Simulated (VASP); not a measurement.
# WC (Qusongite) (P-6m2) in VASP: further runs

The runs below take WC (Qusongite) through single point, with PBE.

All numbers are computed with VASP 6.6.1; they aren't measurements. Logs are shortened: lines on timing, memory, paths and dates and some standing lists are left out, and cuts for length are marked.

## Step 1: The cell of the first run

It takes space group P-6m2 (No. 187, hexagonal). Conventional cell: a = 2.907 Å, b = 2.907 Å, c = 2.837 Å, α = 90.00°, β = 90.00°, γ = 120.00°. Within 2.9 Å of W (site symmetry -6m2) lie 6 C at 2.20 Å and 2 W at 2.84 Å. Within 2.9 Å of C (site symmetry -6m2) lie 6 W at 2.20 Å and 2 C at 2.84 Å.

## Step 2: Single point, PBE

INCAR reads:

```
SYSTEM = WC
ALGO = Normal
EDIFF = 1E-6
ENCUT = 600
GGA = PE
GGA_COMPAT = .FALSE.
ISIF = 2
ISMEAR = 0
LASPH = .TRUE.
LCHARG = .FALSE.
LREAL = .FALSE.
LWAVE = .FALSE.
NBANDS = 16
NELM = 120
PREC = Accurate
SIGMA = 0.019000000000000003
```

KPOINTS reads:

```
k-points
0
G
  10 10 9
  0 0 0
```

POSCAR reads:

```
WC
1.0
    2.9065000000      0.0000000000      0.0000000000
   -1.4532500000      2.5171028361      0.0000000000
    0.0000000000      0.0000000000      2.8366000000
W C
1 1
Direct
    0.0000000000      0.0000000000      0.0000000000
    0.6666666667      0.3333333333      0.5000000000
```

Potentials or basis: VASP PAW PBE potentials, release 64 (W_sv, C).

Started as:

```console
$ cat potpaw_PBE.64/W_sv/POTCAR potpaw_PBE.64/C/POTCAR > POTCAR
$ mpirun -np 1 vasp_std > vasp.out
```

OUTCAR:

```text
SYSTEM = WC
   EDIFF = 1E-6
   ENCUT = 600
   GGA = PE
   ISIF = 2
   ISMEAR = 0
   LASPH = .TRUE.
   LREAL = .FALSE.
   NELM = 120
   PREC = Accurate

 ion  position               nearest neighbor table
   1  0.000  0.000  0.000-   2 2.20   2 2.20   2 2.20   2 2.20   2 2.20   2 2.20
   2  0.667  0.333  0.500-   1 2.20   1 2.20   1 2.20   1 2.20   1 2.20   1 2.20

  LATTYP: Found a hexagonal cell.
 ALAT       =     2.9065000000
 C/A-ratio  =     0.9759504559

  Lattice vectors:

 A1 = (   2.9065000000,   0.0000000000,   0.0000000000)
 A2 = (  -1.4532500000,   2.5171028361,   0.0000000000)
 A3 = (   0.0000000000,   0.0000000000,   2.8366000000)

Analysis of symmetry for initial positions (statically):
=====================================================================
 Subroutine PRICEL returns:
 Original cell was already a primitive cell.

 Routine SETGRP: Setting up the symmetry group for a
 hexagonal supercell.

 Subroutine GETGRP returns: Found 12 space group operations
 (whereof 12 operations were pure point group operations)
 out of a pool of 24 trial point group operations.

The static configuration has the point symmetry D_3h.

Analysis of symmetry for dynamics (positions and initial velocities):
=====================================================================
 Subroutine PRICEL returns:
 Original cell was already a primitive cell.

 Routine SETGRP: Setting up the symmetry group for a
 hexagonal supercell.

 Subroutine GETGRP returns: Found 12 space group operations
 (whereof 12 operations were pure point group operations)
 out of a pool of 24 trial point group operations.

The dynamic configuration has the point symmetry D_3h.

 Subroutine INISYM returns: Found 12 space group operations
 (whereof 12 operations are pure point group operations),
 and found     1 'primitive' translations

----------------------------------------------------------------------------------------

                                     Primitive cell

  volume of cell :      20.7525

  direct lattice vectors                    reciprocal lattice vectors
     2.906500000  0.000000000  0.000000000     0.344056425  0.198641070  0.000000000
    -1.453250000  2.517102836  0.000000000     0.000000000  0.397282139  0.000000000
     0.000000000  0.000000000  2.836600000     0.000000000  0.000000000  0.352534725

  length of vectors
     2.906500000  2.906500000  2.836600000     0.397282139  0.397282139  0.352534725

  position of ions in fractional coordinates (direct lattice)
     0.000000000  0.000000000  0.000000000
     0.666666667  0.333333333  0.500000000

  ion indices of the primitive-cell ions
   primitive index   ion index
                 1           1
                 2           2

----------------------------------------------------------------------------------------

 KPOINTS: k-points

Automatic generation of k-mesh.
 Grid dimensions read from file:
 generate k-points for:   10   10    9

 Generating k-lattice:

  Cartesian coordinates                     Fractional coordinates (reciprocal lattice)
     0.034405643  0.019864107  0.000000000     0.100000000  0.000000000  0.000000000
     0.000000000  0.039728214  0.000000000     0.000000000  0.100000000  0.000000000
     0.000000000  0.000000000  0.039170525     0.000000000  0.000000000  0.111111111

  Length of vectors
     0.039728214  0.039728214  0.039170525

  Shift w.r.t. Gamma in fractional coordinates (k-lattice)
     0.000000000  0.000000000  0.000000000

 Subroutine IBZKPT returns following result:
 ===========================================

 Found     70 irreducible k-points:

 Following reciprocal coordinates:
            Coordinates               Weight
  0.000000  0.000000  0.000000      1.000000
  0.100000  0.000000  0.000000      6.000000
  0.200000  0.000000  0.000000      6.000000
  0.300000  0.000000  0.000000      6.000000
  0.400000  0.000000  0.000000      6.000000
  0.500000  0.000000  0.000000      3.000000
[... 16 lines left out ...]
  0.300000  0.100000  0.111111     24.000000
  0.400000  0.100000  0.111111     24.000000
 [... further k-points ...]
   k-points           NKPTS =     70   k-points in BZ     NKDIM =     70   number of bands    NBANDS=     16
   number of dos      NEDOS =    301   number of ions     NIONS =      2
   total plane-waves  NPLWV =  13824
   dimension x,y,z NGX =    24 NGY =   24 NGZ =   24
   dimension x,y,z NGXF=    48 NGYF=   48 NGZF=   48
   ions per type =               1   1
   NGX,Y,Z   is equivalent  to a cutoff of  13.73, 13.73, 14.07 a.u.
   NGXF,Y,Z  is equivalent  to a cutoff of  27.46, 27.46, 28.13 a.u.
 SYSTEM =  WC
   PREC   = accura    normal or accurate (medium, high low for compatibility)
   ISTART =      0    job   : 0-new  1-cont  2-samecut
   ICHARG =      2    charge: 1-file 2-atom 10-const
   ISPIN  =      1    spin polarized calculation?
   LNONCOLLINEAR =      F non collinear calculations
   LSORBIT =      F    spin-orbit coupling
   LASPH  =      T    aspherical Exc in radial PAW
   ENCUT  =  600.0 eV  44.10 Ry    6.64 a.u.   5.81  5.81  5.67*2*pi/ulx,y,z
   NELM   =    120;   NELMIN=  2; NELMDL= -5     # of ELM steps
   EDIFF  = 0.1E-05   stopping-criterion for ELM
   LREAL  =      F    real-space projection
   EDIFFG = 0.1E-04   stopping-criterion for IOM
   NSW    =      0    number of steps for IOM
   IBRION =     -1    ionic relax: 0-MD 1-quasi-New 2-CG
   NFREE  =      0    steps in history (QN), initial steepest desc. (CG)
   ISIF   =      2    stress and relaxation
   ISYM   =      2    0-nonsym 1-usesym 2-fastsym
   POTIM  = 0.5000    time-step for ionic-motion
   TEBEG  =    0.0;   TEEND  =   0.0 temperature during run
   PSTRESS=    0.0 pullay stress
   NELECT =      18.0000    total number of electrons
   NUPDOWN=      -1.0000    fix difference up-down
   EMIN   =  10.00;   EMAX   =-10.00  energy-range for DOS
   EFERMI =   0.00;   METHOD = LEGACY
   ISMEAR =     0;   SIGMA  =   0.02  broadening in eV -4-tet -1-fermi 0-gaus
   EFERMI_NEDOS =   21; number of points for ismear=-14 and -15
   IALGO  =     38    algorithm
   IMIX   =      4    mixing-type and parameters
     AMIX     =   0.40;   BMIX     =  1.00
     AMIX_MAG =   1.60;   BMIX_MAG =  1.00
  volume/ion in A,a.u.               =      10.38        70.02
  Fermi-wavevector in a.u.,A,eV,Ry     =   1.561262  2.950358 33.164744  2.437540
  Thomas-Fermi vector in A             =   2.664353
   LORBIT       =      0    0 simple, 1 ext, 2 COOP (PROOUT), +10 PAW based schemes
   GGA     = PE    functional components
   LHFCALC =     F    Hartree Fock is set to
   AEXX    =    0.0000 exact exchange contribution
   IVDW    =     0    specifies the selected vdW correction
   LEPSILON=     F    determine dielectric tensor
   LRPA    =     F    only Hartree local field effects (RPA)
 non-spin polarized calculation
 Gauss-broadening in eV      SIGMA  =   0.02
  energy-cutoff  :      600.00
  volume of cell :       20.75
 maximum number of plane-waves:       703
 NGX is ok and might be reduce to    24
   NGX = 11   NGY = 11   NGZ = 11

 number of electron      18.0000000 magnetization

 Free energy of the ion-electron system (eV)
  ---------------------------------------------------
  ext. energy  EPLUGINS =         0.00000000
  ---------------------------------------------------
  free energy    TOTEN  =       -22.44618717 eV

  energy without entropy =      -22.44598972  energy(sigma->0) =      -22.44608844

 E-fermi :  11.0924     XC(G=0): -13.8001

 val. band max:       10.9905350923   @ k =   0.0000   0.0000   0.3333
 cond. band min:      11.0935335103   @ k =   0.1000   0.0000   0.3333
 fundamental gap:      0.1029984180
 Fermi energy:        11.0923812026

 k-point     1 :       0.0000    0.0000    0.0000
  band No.  band energies     occupation
      1     -62.9197      2.00000
      2     -26.9043      2.00000
      3     -26.7973      2.00000
      4     -26.7973      2.00000
      5      -3.3763      2.00000
      6       6.7670      2.00000
[... 8 lines left out ...]
     15      25.4224      0.00000
     16      27.8138      0.00000

 k-point     2 :       0.1000    0.0000    0.0000
  band No.  band energies     occupation
      1     -62.9141      2.00000
      2     -26.8937      2.00000
      3     -26.8791      2.00000
      4     -26.8158      2.00000
      5      -3.1160      2.00000
      6       6.7979      2.00000
[... 8 lines left out ...]
     15      24.9792      0.00000
     16      28.3595      0.00000

 k-point     3 :       0.2000    0.0000    0.0000
  band No.  band energies     occupation
      1     -62.8996      2.00000
      2     -27.0887      2.00000
      3     -26.8661      2.00000
      4     -26.8640      2.00000
      5      -2.4000      2.00000
      6       6.0693      2.00000
[... 8 lines left out ...]
     15      24.7982      0.00000
     16      29.5105      0.00000

 k-point     4 :       0.3000    0.0000    0.0000
  band No.  band energies     occupation
      1     -62.8816      2.00000
      2     -27.3394      2.00000
      3     -26.9229      2.00000
      4     -26.8316      2.00000
      5      -1.4123      2.00000
      6       5.0822      2.00000
[... 8 lines left out ...]
     15      25.7207      0.00000
     16      28.4000      0.00000

 k-point     5 :       0.4000    0.0000    0.0000
  band No.  band energies     occupation
      1     -62.8670      2.00000
      2     -27.5359      2.00000
      3     -26.9701      2.00000
      4     -26.8037      2.00000
      5      -0.4617      2.00000
      6       4.3375      2.00000
[... 8 lines left out ...]
     15      25.0610      0.00000
     16      28.2468      0.00000

 k-point     6 :       0.5000    0.0000    0.0000
  band No.  band energies     occupation
      1     -62.8614      2.00000
      2     -27.6095      2.00000
      3     -26.9880      2.00000
      4     -26.7929      2.00000
      5      -0.0318      2.00000
      6       4.0415      2.00000
[... 8 lines left out ...]
     15      23.9078      0.00000
     16      29.1867      0.00000

 k-point     7 :       0.1000    0.1000    0.0000
  band No.  band energies     occupation
      1     -62.9041      2.00000
      2     -27.0187      2.00000
      3     -26.8746      2.00000
      4     -26.8552      2.00000
      5      -2.6264      2.00000
      6       6.3528      2.00000
[... 8 lines left out ...]
     15      24.7720      0.00000
     16      29.1256      0.00000

 k-point     8 :       0.2000    0.1000    0.0000
  band No.  band energies     occupation
      1     -62.8878      2.00000
      2     -27.2342      2.00000
      3     -26.9233      2.00000
      4     -26.8436      2.00000
      5      -1.7637      2.00000
      6       5.4662      2.00000
[... 8 lines left out ...]
     15      25.2291      0.00000
     16      29.2211      0.00000

 k-point     9 :       0.3000    0.1000    0.0000
  band No.  band energies     occupation
      1     -62.8715      2.00000
      2     -27.4426      2.00000
      3     -26.9914      2.00000
      4     -26.8123      2.00000
      5      -0.7596      2.00000
      6       4.6655      2.00000
[... 8 lines left out ...]
     15      26.1713      0.00000
     16      27.5766      0.00000
[... 172 lines left out ...]
 k-point    19 :       0.4000    0.0000    0.1111
  band No.  band energies     occupation
      1     -62.8623      2.00000
      2     -27.5233      2.00000
      3     -26.9610      2.00000
      4     -26.8875      2.00000
      5      -0.3484      2.00000
      6       4.3050      2.00000
[... 8 lines left out ...]
     15      24.7011      0.00000
     16      28.1075      0.00000

 k-point    20 :       0.5000    0.0000    0.1111
  band No.  band energies     occupation
      1     -62.8568      2.00000
      2     -27.5964      2.00000
      3     -26.9787      2.00000
      4     -26.8761      2.00000
      5       0.0449      2.00000
      6       3.9608      2.00000
[... 8 lines left out ...]
     15      23.9589      0.00000
     16      28.9709      0.00000

 k-point    21 :       0.1000    0.1000    0.1111
  band No.  band energies     occupation
      1     -62.8994      2.00000
      2     -27.0115      2.00000
      3     -26.9614      2.00000
      4     -26.8470      2.00000
      5      -2.3622      2.00000
      6       6.5096      2.00000
[... 8 lines left out ...]
     15      24.5695      0.00000
     16      28.7192      0.00000

 k-point    22 :       0.2000    0.1000    0.1111
  band No.  band energies     occupation
      1     -62.8831      2.00000
      2     -27.2238      2.00000
      3     -26.9299      2.00000
      4     -26.9145      2.00000
      5      -1.5516      2.00000
      6       5.6213      2.00000
[... 8 lines left out ...]
     15      24.7085      0.00000
     16      28.7784      0.00000

 k-point    23 :       0.3000    0.1000    0.1111
  band No.  band energies     occupation
      1     -62.8668      2.00000
      2     -27.4306      2.00000
      3     -26.9821      2.00000
      4     -26.8967      2.00000
      5      -0.6248      2.00000
      6       4.7475      2.00000
[... 8 lines left out ...]
     15      25.3591      0.00000
     16      27.6922      0.00000

 k-point    24 :       0.4000    0.1000    0.1111
  band No.  band energies     occupation
      1     -62.8568      2.00000
      2     -27.5555      2.00000
      3     -27.0236      2.00000
      4     -26.8761      2.00000
      5       0.0584      2.00000
      6       4.1807      2.00000
[... 8 lines left out ...]
     15      24.4766      0.00000
     16      28.5240      0.00000

 [... further k-points ...]
[... 5 lines left out ...]
  --------------------------------------------------------------------------------------
  -------------------------------------------------------------------------------------
  Total        0.8841637      0.8841637      0.7961224      0.0000000      0.0000000      0.0000000
  in kB       68.2611905     68.2611905     61.4640348      0.0000000      0.0000000      0.0000000
  external PRESSURE =      65.9954719 kB  Pullay stress =       0.0000000 kB

 VOLUME and BASIS-vectors are now :
 -----------------------------------------------------------------------------
  energy-cutoff  :      600.00
  volume of cell :       20.75
      direct lattice vectors                 reciprocal lattice vectors
     2.906500000  0.000000000  0.000000000     0.344056425  0.198641070  0.000000000
    -1.453250000  2.517102836  0.000000000     0.000000000  0.397282139  0.000000000
     0.000000000  0.000000000  2.836600000     0.000000000  0.000000000  0.352534725

 POSITION                                       TOTAL-FORCE (eV/Angst)
 -----------------------------------------------------------------------------------
      0.00000      0.00000      0.00000         0.000000     -0.000000      0.000000
      1.45325      0.83903      1.41830        -0.000000      0.000000      0.000000
 -----------------------------------------------------------------------------------
    total drift:                                0.000000     -0.000000      0.000000

  FREE ENERGIE OF THE ION-ELECTRON SYSTEM (eV)
  ---------------------------------------------------
  free  energy   TOTEN  =       -22.4461871713 eV

  energy  without entropy=      -22.4459897174  energy(sigma->0) =      -22.44608844
```

Wall time 22 s (1 thread of Intel Xeon 8259CL, shared host); peak memory 0.16 GiB.

Results:

```yaml
Free_energy: -22.4462 eV
Pressure: 6.6 GPa
Band_gap_on_the_k_mesh: zero (band 9 reaches 11.73 eV, above the bottom of band 10 at 10.54 eV)
```

Stress tensor (GPa, compression positive):
```
6.83 0.00 0.00
0.00 6.83 0.00
0.00 0.00 6.15
```

Caveat: spin-orbit coupling is left out, which moves the levels of the heavy elements.

(Continued in part 2 of 2.)
